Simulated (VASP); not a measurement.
Write the native input for VASP 6.6.1 that does the following.

| Property | Result |
| --- | --- |
| Task | single point |
| Functional | PBE |
| Dispersion | D3(BJ) |
| Potentials or basis | VASP PAW PBE potentials, release 64 (B, N) |
| Cutoff | 520 eV |
| k mesh | 12 × 12 × 4 |
| Occupations | methfessel-paxton, width 0.05 eV |
| Spin | no spin polarisation |
| Dipole correction | no |
| Further INCAR settings | ALGO = Normal; EDIFF = 1e-06; NBANDS = 16 |

The structure of BN lies in POSCAR:

```
BN
1.0
    2.3890773168      0.0000000000      0.0000000000
   -1.1945386584      2.1703573356      0.0000000000
    0.0000000000      0.0000000000      6.5923998870
B N
2 2
Direct
   -0.0345753637      0.0000000000      0.5000000000
    0.3679686461      0.6666666667      0.0000000000
    0.0344683995      0.0000000000      0.0000000000
    0.6321520011      0.3333333333      0.5000000000
```

This cell differs from its parent crystal: atoms displaced along a vibrational mode, the cell strained.

One way to write it, as run:

INCAR

```
SYSTEM = BN
  PREC = Accurate
  ENCUT = 520
  EDIFF = 1E-6
  ISMEAR = 1
  SIGMA = 0.05
  LREAL = .False.
  LASPH = .True.
  NELM = 100
  ALGO = Normal
  ISIF = 2
  LWAVE = .False.
  LCHARG = .False.
  GGA = PE
  IVDW = 12
  NBANDS = 16
```

KPOINTS

```
regular mesh
0
Gamma
  12 12 4
  0 0 0
```

Potentials or basis: VASP PAW PBE potentials, release 64 (B, N).

Launch:

```bash
$ cat potpaw_PBE.64/B/POTCAR potpaw_PBE.64/N/POTCAR > POTCAR
$ mpirun -np 1 vasp_std > vasp.out
```

Results of the run:

```json
{
  "Pressure": "19.8 GPa",
  "Largest force": "0.811 eV/Å",
  "Band gap on the k mesh": "4.31 eV (least direct gap 4.60 eV)",
  "Dispersion energy per atom": "-0.149 eV"
}
```

Caveat: the cell differs from its parent crystal (atoms displaced along a vibrational mode, the cell strained); the stress differs along the axes, from -0 to 50 GPa.

Run time: 58 s on 1 thread of Intel(R) Xeon(R) Platinum 8488C (Sapphire Rapids) (shared host), peak memory 0.22 GiB.
